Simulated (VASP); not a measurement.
# AgCl (Cm) in VASP: further runs

Runs on AgCl. Level: LDA. Tasks: single point.

All numbers are computed with VASP 6.6.1; they aren't measurements. Logs are shortened: lines on timing, memory, paths and dates and some standing lists are left out, and cuts for length are marked.

## (1) The cell of the first run

It takes space group Cm (No. 8, monoclinic). The conventional cell has a = 5.355 Å, b = 5.355 Å, c = 3.786 Å, α = 90.00°, β = 135.00°, γ = 90.00°. Within 2.9 Å of Ag (site symmetry m) lie 5 Cl at 2.08 to 2.89 Å. Within 2.9 Å of Cl (site symmetry m) lie 5 Ag at 2.08 to 2.89 Å.

## (2) Single point, LDA (atoms displaced along several vibrational modes)

INCAR reads:

```
SYSTEM = AgCl
PREC = Accurate ; ENCUT = 520
EDIFF = 1E-7 ; ISMEAR = 0
SIGMA = 0.05 ; LREAL = .FALSE.
LASPH = .TRUE. ; NELM = 60
ALGO = Normal ; ISIF = 2
LWAVE = .FALSE. ; LCHARG = .FALSE.
GGA = CA ; NBANDS = 16
```

KPOINTS reads:

```
Automatic mesh
0
G
  10 10 10
  0 0 0
```

POSCAR reads:

```
AgCl
1.0
    0.0000000000      2.6773114500      2.6773114500
    2.6773114500      0.0000000000      2.6773114500
    2.6773114500      2.6773114500      0.0000000000
Ag Cl
1 1
Direct
    0.4791507967      0.5208492033      0.5347568555
    0.0634405086     -0.0634405086     -0.1057590816
```

Potentials or basis: VASP PAW LDA potentials, release 64 (Ag, Cl).

Started as:

```bash
cat potpaw_LDA.64/Ag/POTCAR potpaw_LDA.64/Cl/POTCAR > POTCAR
mpirun -np 1 vasp_std > vasp.out
```

OUTCAR:

```text
SYSTEM = AgCl
   PREC = Accurate
   ENCUT = 520
   EDIFF = 1E-7
   ISMEAR = 0
   LREAL = .FALSE.
   LASPH = .TRUE.
   NELM = 60
   ISIF = 2
   GGA = CA

 ion  position               nearest neighbor table
   1  0.479  0.521  0.535-   2 2.08   2 2.60   2 2.75   2 2.75   2 2.89
   2  0.063  0.937  0.894-   1 2.08   1 2.60   1 2.75   1 2.75   1 2.89

  LATTYP: Found a face centered cubic cell.
 ALAT       =     5.3546229000

  Lattice vectors:

 A1 = (   0.0000000000,   2.6773114500,   2.6773114500)
 A2 = (   2.6773114500,   0.0000000000,   2.6773114500)
 A3 = (   2.6773114500,   2.6773114500,   0.0000000000)

Analysis of symmetry for initial positions (statically):
=====================================================================
 Subroutine PRICEL returns:
 Original cell was already a primitive cell.

 Routine SETGRP: Setting up the symmetry group for a
 face centered cubic supercell.

 Subroutine GETGRP returns: Found  2 space group operations
 (whereof  2 operations were pure point group operations)
 out of a pool of 48 trial point group operations.

The static configuration has the point symmetry C_1h.

Analysis of symmetry for dynamics (positions and initial velocities):
=====================================================================
 Subroutine PRICEL returns:
 Original cell was already a primitive cell.

 Routine SETGRP: Setting up the symmetry group for a
 face centered cubic supercell.

 Subroutine GETGRP returns: Found  2 space group operations
 (whereof  2 operations were pure point group operations)
 out of a pool of 48 trial point group operations.

The dynamic configuration has the point symmetry C_1h.

 Subroutine INISYM returns: Found  2 space group operations
 (whereof  2 operations are pure point group operations),
 and found     1 'primitive' translations

----------------------------------------------------------------------------------------

                                     Primitive cell

  volume of cell :      38.3819

  direct lattice vectors                    reciprocal lattice vectors
     0.000000000  2.677311450  2.677311450    -0.186754514  0.186754514  0.186754514
     2.677311450  0.000000000  2.677311450     0.186754514 -0.186754514  0.186754514
     2.677311450  2.677311450  0.000000000     0.186754514  0.186754514 -0.186754514

  length of vectors
     3.786290163  3.786290163  3.786290163     0.323468308  0.323468308  0.323468308

  position of ions in fractional coordinates (direct lattice)
     0.479150797  0.520849203  0.534756855
     0.063440509  0.936559491  0.894240918

  ion indices of the primitive-cell ions
   primitive index   ion index
                 1           1
                 2           2

----------------------------------------------------------------------------------------

 KPOINTS: Automatic mesh

Automatic generation of k-mesh.
 Grid dimensions read from file:
 generate k-points for:   10   10   10

 Generating k-lattice:

  Cartesian coordinates                     Fractional coordinates (reciprocal lattice)
    -0.018675451  0.018675451  0.018675451     0.100000000  0.000000000  0.000000000
     0.018675451 -0.018675451  0.018675451     0.000000000  0.100000000  0.000000000
     0.018675451  0.018675451 -0.018675451     0.000000000  0.000000000  0.100000000

  Length of vectors
     0.032346831  0.032346831  0.032346831

  Shift w.r.t. Gamma in fractional coordinates (k-lattice)
     0.000000000  0.000000000  0.000000000

 Subroutine IBZKPT returns following result:
 ===========================================

 Found    282 irreducible k-points:

 Following reciprocal coordinates:
            Coordinates               Weight
  0.000000  0.000000  0.000000      1.000000
  0.100000  0.000000  0.000000      4.000000
  0.000000  0.000000  0.100000      4.000000
  0.200000  0.000000  0.000000      4.000000
  0.000000  0.000000  0.200000      4.000000
  0.300000  0.000000  0.000000      4.000000
[... 16 lines left out ...]
  0.100000  0.000000  0.300000      4.000000
  0.100000  0.100000 -0.200000      4.000000
 [... further k-points ...]
   k-points           NKPTS =    282   k-points in BZ     NKDIM =    282   number of bands    NBANDS=     16
   number of dos      NEDOS =    301   number of ions     NIONS =      2
   total plane-waves  NPLWV =  21952
   dimension x,y,z NGX =    28 NGY =   28 NGZ =   28
   dimension x,y,z NGXF=    56 NGYF=   56 NGZF=   56
   ions per type =               1   1
   NGX,Y,Z   is equivalent  to a cutoff of  12.29, 12.29, 12.29 a.u.
   NGXF,Y,Z  is equivalent  to a cutoff of  24.59, 24.59, 24.59 a.u.
 SYSTEM =  AgCl
   PREC   = accura    normal or accurate (medium, high low for compatibility)
   ISTART =      0    job   : 0-new  1-cont  2-samecut
   ICHARG =      2    charge: 1-file 2-atom 10-const
   ISPIN  =      1    spin polarized calculation?
   LNONCOLLINEAR =      F non collinear calculations
   LSORBIT =      F    spin-orbit coupling
   LASPH  =      T    aspherical Exc in radial PAW
   ENCUT  =  520.0 eV  38.22 Ry    6.18 a.u.   7.04  7.04  7.04*2*pi/ulx,y,z
   NELM   =     60;   NELMIN=  2; NELMDL= -5     # of ELM steps
   EDIFF  = 0.1E-06   stopping-criterion for ELM
   LREAL  =      F    real-space projection
   EDIFFG = 0.1E-05   stopping-criterion for IOM
   NSW    =      0    number of steps for IOM
   IBRION =     -1    ionic relax: 0-MD 1-quasi-New 2-CG
   NFREE  =      0    steps in history (QN), initial steepest desc. (CG)
   ISIF   =      2    stress and relaxation
   ISYM   =      2    0-nonsym 1-usesym 2-fastsym
   POTIM  = 0.5000    time-step for ionic-motion
   TEBEG  =    0.0;   TEEND  =   0.0 temperature during run
   PSTRESS=    0.0 pullay stress
   NELECT =      18.0000    total number of electrons
   NUPDOWN=      -1.0000    fix difference up-down
   EMIN   =  10.00;   EMAX   =-10.00  energy-range for DOS
   EFERMI =   0.00;   METHOD = LEGACY
   ISMEAR =     0;   SIGMA  =   0.05  broadening in eV -4-tet -1-fermi 0-gaus
   EFERMI_NEDOS =   21; number of points for ismear=-14 and -15
   IALGO  =     38    algorithm
   IMIX   =      4    mixing-type and parameters
     AMIX     =   0.40;   BMIX     =  1.00
     AMIX_MAG =   1.60;   BMIX_MAG =  1.00
  volume/ion in A,a.u.               =      19.19       129.51
  Fermi-wavevector in a.u.,A,eV,Ry     =   1.271911  2.403564 22.010933  1.617758
  Thomas-Fermi vector in A             =   2.404818
   LORBIT       =      0    0 simple, 1 ext, 2 COOP (PROOUT), +10 PAW based schemes
   GGA     = CA    functional components
   LHFCALC =     F    Hartree Fock is set to
   AEXX    =    0.0000 exact exchange contribution
   IVDW    =     0    specifies the selected vdW correction
   LEPSILON=     F    determine dielectric tensor
   LRPA    =     F    only Hartree local field effects (RPA)
 non-spin polarized calculation
 Gauss-broadening in eV      SIGMA  =   0.05
  energy-cutoff  :      520.00
  volume of cell :       38.38
 maximum number of plane-waves:      1056
   NGX = 15   NGY = 15   NGZ = 15

 number of electron      18.0000003 magnetization

 Free energy of the ion-electron system (eV)
  ---------------------------------------------------
  ext. energy  EPLUGINS =         0.00000000
  ---------------------------------------------------
  free energy    TOTEN  =        -6.01202417 eV

  energy without entropy =       -6.01202417  energy(sigma->0) =       -6.01202417

 E-fermi :   5.3035     XC(G=0): -10.9079

 val. band max:        5.0810614436   @ k =   0.2000   0.2000   0.4000
 cond. band min:       5.9864068893   @ k =   0.0000   0.0000   0.0000
 fundamental gap:      0.9053454457
 Fermi energy:         5.3034877903

 k-point     1 :       0.0000    0.0000    0.0000
  band No.  band energies     occupation
      1     -11.1014      2.00000
      2      -0.7165      2.00000
      3       0.2675      2.00000
      4       0.3772      2.00000
      5       1.8622      2.00000
      6       1.9247      2.00000
[... 8 lines left out ...]
     15      18.1296      0.00000
     16      18.4894      0.00000

 k-point     2 :       0.1000    0.0000    0.0000
  band No.  band energies     occupation
      1     -11.0537      2.00000
      2      -0.7854      2.00000
      3       0.2466      2.00000
      4       0.3625      2.00000
      5       1.8406      2.00000
      6       1.8960      2.00000
[... 8 lines left out ...]
     15      17.7535      0.00000
     16      18.7879      0.00000

 k-point     3 :       0.0000    0.0000    0.1000
  band No.  band energies     occupation
      1     -11.0550      2.00000
      2      -0.7838      2.00000
      3       0.1887      2.00000
      4       0.3572      2.00000
      5       1.8535      2.00000
      6       1.9140      2.00000
[... 8 lines left out ...]
     15      17.7302      0.00000
     16      18.4511      0.00000

 k-point     4 :       0.2000    0.0000    0.0000
  band No.  band energies     occupation
      1     -10.9251      2.00000
      2      -0.9734      2.00000
      3       0.1188      2.00000
      4       0.3432      2.00000
      5       1.7798      2.00000
      6       1.8935      2.00000
[... 8 lines left out ...]
     15      17.4442      0.00000
     16      18.2652      0.00000
[... 324 lines left out ...]
 k-point    22 :       0.0000    0.3000    0.1000
  band No.  band energies     occupation
      1     -10.7828      2.00000
      2      -1.2678      2.00000
      3       0.0582      2.00000
      4       0.3939      2.00000
      5       1.8450      2.00000
      6       1.9409      2.00000
[... 8 lines left out ...]
     15      18.5423      0.00000
     16      19.0039      0.00000

 k-point    23 :       0.1000    0.0000    0.3000
  band No.  band energies     occupation
      1     -10.7990      2.00000
      2      -0.9927      2.00000
      3      -0.3571      2.00000
      4       0.1235      2.00000
      5       1.8661      2.00000
      6       1.9862      2.00000
[... 8 lines left out ...]
     15      18.2367      0.00000
     16      18.6358      0.00000

 k-point    24 :       0.1000    0.1000   -0.2000
  band No.  band energies     occupation
      1     -10.7994      2.00000
      2      -0.9993      2.00000
      3      -0.2505      2.00000
      4       0.0743      2.00000
      5       1.8269      2.00000
      6       1.9893      2.00000
[... 8 lines left out ...]
     15      18.1311      0.00000
     16      18.7707      0.00000

 [... further k-points ...]

------------------------ aborting loop because EDIFF is reached ----------------------------------------

  FORCE on cell =-STRESS in cart. coord.  units (eV):
  Direction    XX          YY          ZZ          XY          YZ          ZX
  --------------------------------------------------------------------------------------
  -------------------------------------------------------------------------------------
  Total        9.4760079      0.2754079     -0.0108518     -1.0129907      0.0000000      0.0000000
  in kB      395.5572191     11.4963593     -0.4529871    -42.2852957      0.0000000      0.0000000
  external PRESSURE =     135.5335304 kB  Pullay stress =       0.0000000 kB

 VOLUME and BASIS-vectors are now :
 -----------------------------------------------------------------------------
  energy-cutoff  :      520.00
  volume of cell :       38.38
      direct lattice vectors                 reciprocal lattice vectors
     0.000000000  2.677311450  2.677311450    -0.186754514  0.186754514  0.186754514
     2.677311450  0.000000000  2.677311450     0.186754514 -0.186754514  0.186754514
     2.677311450  2.677311450  0.000000000     0.186754514  0.186754514 -0.186754514

 POSITION                                       TOTAL-FORCE (eV/Angst)
 -----------------------------------------------------------------------------------
      2.82619      2.71455      2.67731        -4.420465      0.221619      0.000000
      4.90162      2.56401      2.67731         4.420465     -0.221619      0.000000
 -----------------------------------------------------------------------------------
    total drift:                                0.000008      0.000163     -0.000001

  FREE ENERGIE OF THE ION-ELECTRON SYSTEM (eV)
  ---------------------------------------------------
  free  energy   TOTEN  =        -6.0120241685 eV

  energy  without entropy=       -6.0120241685  energy(sigma->0) =       -6.01202417
```

It took 51 s on 1 thread of Intel Xeon 6975P-C (Granite Rapids), shared host; peak memory 0.28 GiB.

Results:

* Free energy: -6.0120 eV
* Pressure: 13.6 GPa
* Largest force: 4.426 eV/Å
* Band gap on the k mesh: 0.91 eV (least direct gap 1.48 eV)

Forces in eV/Å, atoms in the order of the input:
```
Ag  -4.420  0.222  0.000
Cl   4.420 -0.222  0.000
```

Stress tensor (GPa, compression positive):
```
39.56 -4.23  0.00
-4.23  1.15  0.00
 0.00  0.00 -0.05
```

Caveat: the cell differs from its parent crystal (atoms displaced along several vibrational modes); the stress differs along the axes, from -0 to 40 GPa; forces of over 1 eV/Å act on the atoms, so gaps and moduli don't describe the material at rest.

## (3) Single point, LDA (atoms displaced along several vibrational modes)

INCAR reads:

```
SYSTEM = AgCl
  ALGO = Normal
  EDIFF = 1E-7
  ENCUT = 520
  ISIF = 2
  ISMEAR = 0
  LASPH = .TRUE.
  LCHARG = .FALSE.
  LREAL = .FALSE.
  LWAVE = .FALSE.
  NBANDS = 16
  NELM = 80
  PREC = Accurate
  SIGMA = 0.05
```

KPOINTS reads:

```
k-points
0
G
  10 10 10
  0 0 0
```

POSCAR reads:

```
AgCl
1.0
    0.0000000000      2.6773114500      2.6773114500
    2.6773114500      0.0000000000      2.6773114500
    2.6773114500      2.6773114500      0.0000000000
Ag Cl
1 1
Direct
    0.4860984853      0.5139015147      0.5278091669
    0.0422998975     -0.0422998975     -0.0846184705
```

Potentials or basis: VASP PAW LDA potentials, release 64 (Ag, Cl).

Started as:

```bash
cat potpaw_LDA.64/Ag/POTCAR potpaw_LDA.64/Cl/POTCAR > POTCAR
mpirun -np 1 vasp_std > vasp.out
```

OUTCAR:

```text
SYSTEM = AgCl
   EDIFF = 1E-7
   ENCUT = 520
   ISIF = 2
   ISMEAR = 0
   LASPH = .TRUE.
   LREAL = .FALSE.
   NELM = 80
   PREC = Accurate

 ion  position               nearest neighbor table
   1  0.486  0.514  0.528-   2 2.23   2 2.57   2 2.72   2 2.72   2 2.86   2 3.13
   2  0.042  0.958  0.915-   1 2.23   1 2.57   1 2.72   1 2.72   1 2.86   1 3.13

  LATTYP: Found a face centered cubic cell.
 ALAT       =     5.3546229000

  Lattice vectors:

 A1 = (   0.0000000000,   2.6773114500,   2.6773114500)
[... 641 lines left out ...]

------------------------ aborting loop because EDIFF is reached ----------------------------------------

  FORCE on cell =-STRESS in cart. coord.  units (eV):
  Direction    XX          YY          ZZ          XY          YZ          ZX
  --------------------------------------------------------------------------------------
  -------------------------------------------------------------------------------------
  Total        4.4725833      0.2987773     -0.0331701     -0.5897950      0.0000000      0.0000000
  in kB      186.6991483     12.4718680     -1.3846201    -24.6198277      0.0000000      0.0000000
  external PRESSURE =      65.9287987 kB  Pullay stress =       0.0000000 kB

 VOLUME and BASIS-vectors are now :
 -----------------------------------------------------------------------------
  energy-cutoff  :      520.00
  volume of cell :       38.38
      direct lattice vectors                 reciprocal lattice vectors
     0.000000000  2.677311450  2.677311450    -0.186754514  0.186754514  0.186754514
     2.677311450  0.000000000  2.677311450     0.186754514 -0.186754514  0.186754514
     2.677311450  2.677311450  0.000000000     0.186754514  0.186754514 -0.186754514

 POSITION                                       TOTAL-FORCE (eV/Angst)
 -----------------------------------------------------------------------------------
      2.78898      2.71455      2.67731        -2.005087     -0.052549      0.000000
      5.01482      2.56401      2.67731         2.005087      0.052549      0.000000
 -----------------------------------------------------------------------------------
    total drift:                                0.000096     -0.000130     -0.000001

  FREE ENERGIE OF THE ION-ELECTRON SYSTEM (eV)
  ---------------------------------------------------
  free  energy   TOTEN  =        -6.4745790220 eV

  energy  without entropy=       -6.4745790220  energy(sigma->0) =       -6.47457902
```

OSZICAR:

```text
N       E                     dE             d eps       ncg     rms          rms(c)
DAV:   1     0.900642001959E+02    0.90064E+02   -0.86389E+03  9032   0.103E+03
DAV:   2    -0.400430120030E+01   -0.94069E+02   -0.87322E+02 11400   0.222E+02
DAV:   3    -0.666782378349E+01   -0.26635E+01   -0.26583E+01 11352   0.393E+01
DAV:   4    -0.668235552988E+01   -0.14532E-01   -0.14531E-01 11568   0.326E+00
DAV:   5    -0.668252270500E+01   -0.16718E-03   -0.16717E-03 11224   0.343E-01    0.103E+01
DAV:   6    -0.648872379691E+01    0.19380E+00   -0.32331E-01 11768   0.819E+00    0.686E+00
DAV:   7    -0.647802200083E+01    0.10702E-01   -0.10410E-01 11336   0.213E+00    0.254E+00
DAV:   8    -0.647472328561E+01    0.32987E-02   -0.41729E-03 10400   0.578E-01    0.352E-01
DAV:   9    -0.647457910590E+01    0.14418E-03   -0.54878E-04 12176   0.252E-01    0.429E-02
DAV:  10    -0.647457846535E+01    0.64055E-06   -0.32853E-05 10744   0.498E-02    0.166E-02
DAV:  11    -0.647457904694E+01   -0.58159E-06   -0.16773E-06 11744   0.116E-02    0.541E-03
DAV:  12    -0.647457902201E+01    0.24929E-07   -0.52384E-07 10984   0.481E-03
   1 F= -.64745790E+01 E0= -.64745790E+01  d E =-.678386E-17
```

stdout:

```text
POSCAR found type information on POSCAR AgCl
 POSCAR found :  2 types and       2 ions
 scaLAPACK will be used
 LDA part: xc-table for (Slater(with rela. corr.)+CA(PZ))
 , standard interpolation
 POSCAR, INCAR and KPOINTS ok, starting setup
 FFT: planning ... GRIDC
 FFT: planning ... GRID_SOFT
 FFT: planning ... GRID
 WAVECAR not read
 entering main loop
```

It took 51 s on 1 thread of Intel Xeon 6975P-C (Granite Rapids), shared host; peak memory 0.28 GiB.

Results:

```yaml
Free_energy: -6.4746 eV
Pressure: 6.6 GPa
Largest_force: 2.006 eV/Å
Band_gap_on_the_k_mesh: 0.75 eV (least direct gap 1.69 eV)
```

Forces in eV/Å, atoms in the order of the input:
```
Ag  -2.005 -0.053  0.000
Cl   2.005  0.053  0.000
```

Stress tensor (GPa, compression positive):
```
18.67 -2.46  0.00
-2.46  1.25  0.00
 0.00  0.00 -0.14
```

Caveat: the cell differs from its parent crystal (atoms displaced along several vibrational modes); the stress differs along the axes, from -0 to 19 GPa; semilocal functionals underestimate gaps, and a narrow one can read as zero; forces of over 1 eV/Å act on the atoms, so gaps and moduli don't describe the material at rest. A k mesh can miss the band edges.
